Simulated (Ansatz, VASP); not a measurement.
MgO: VASP beside Ansatz

```xyz
2
Lattice="-0.0345 2.0677 2.0677 2.0677 -0.0345 2.0677 2.0677 2.0677 -0.0345" Properties=species:S:1:pos:R:3 pbc="T T T"
Mg    0.0000    0.0000    0.0000
O     2.0505    2.0505    2.0505
```

Change from the starting cell: shear_111 strain -2.5%.

Alike in both runs: task single point; functional HSE06; k mesh 8 × 8 × 8; no spin polarisation.

|  | VASP | Ansatz |
| --- | --- | --- |
| version | VASP 6.6.1 | Ansatz 0.2.0 |
| potentials or method | VASP PAW PBE potentials, release 64 (Mg, O) | plane waves, PAW |
| plane-wave cutoff (eV) | 520 | 420 |
| occupations | gaussian, width 0.01 eV | fixed |
| valence electrons in the cell | 8 | 16 |

Ansatz gave:

* gap on the k mesh at the Fermi level (eV): 6.68
* pressure (GPa): 4.0
* traceless stress, the component that is largest in VASP (GPa): 2.55

Problem. Estimate VASP's values.

Solution. gap on the k mesh at the Fermi level (eV): 6.63; pressure (GPa): 3.8; traceless stress, the component that is largest in VASP (GPa): 2.56.

VASP's potentials hold 8 valence electrons a cell and Ansatz's 16, so a difference there can come from the potentials and not from the codes. Ansatz's warnings: stress exchange threshold loose, stress scf threshold loose.
